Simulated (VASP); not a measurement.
Input of a VASP 6.6.1 run:

File INCAR:

```
PREC = Accurate
ENCUT = 520
EDIFF = 1E-6
ISMEAR = -1
SIGMA = 0.1
LREAL = F
LASPH = T
NELM = 60
ALGO = Normal
ISIF = 2
LWAVE = F
LCHARG = F
GGA = PE
NBANDS = 13
```

The input KPOINTS:

```
regular mesh
0
Gamma
  23 23 23
```

Contents of POSCAR:

```
Ru
1.0
    0.0000000000      1.8803783847      1.8803783847
    1.8803783847      0.0000000000      1.8803783847
    1.8803783847      1.8803783847      0.0000000000
Ru
1
Direct
    0.0000000000      0.0000000000      0.0000000000
```

Potentials or basis: VASP PAW PBE potentials, release 64 (Ru_pv).

The run is started by

```bash
$ cat potpaw_PBE.64/Ru_pv/POTCAR > POTCAR
$ mpirun -np 1 vasp_std > vasp.out
```

Question: Estimate the band gap on the k mesh.

Answer: Zero (band 7 reaches 15.44 eV, above the bottom of band 8 at 11.85 eV).

Question: Predict the pressure.

Answer: 13.5 GPa.
